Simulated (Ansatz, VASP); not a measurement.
InP in VASP and in Ansatz

```
CELL_PARAMETERS angstrom
0.00000 2.95381 2.95381
2.95381 0.00000 2.95381
2.95381 2.95381 0.00000
ATOMIC_POSITIONS crystal
In 0.00000 0.00000 0.00000
P 0.25000 0.25000 0.25000
```

Alike in both runs: task single point; functional r2SCAN; k mesh 8 × 8 × 8; no spin polarisation.

|  | VASP | Ansatz |
| --- | --- | --- |
| version | VASP 6.6.1 | Ansatz 0.2.0 |
| potentials or method | VASP PAW PBE potentials, release 64 (In_d, P) | plane waves, PAW |
| plane-wave cutoff (eV) | 520 | 500 |
| occupations | gaussian, width 0.01 eV | fixed |
| valence electrons in the cell | 18 | 18 |

Ansatz gave:

| Quantity | Value |
| --- | --- |
| gap on the k mesh at the Fermi level (eV) | 1.03 |
| pressure (GPa) | 0.0 |

Question: Which values does VASP return?

Answer: gap on the k mesh at the Fermi level (eV): 1.03; pressure (GPa): -0.1.

VASP's potentials were made for PBE, not for r2SCAN.
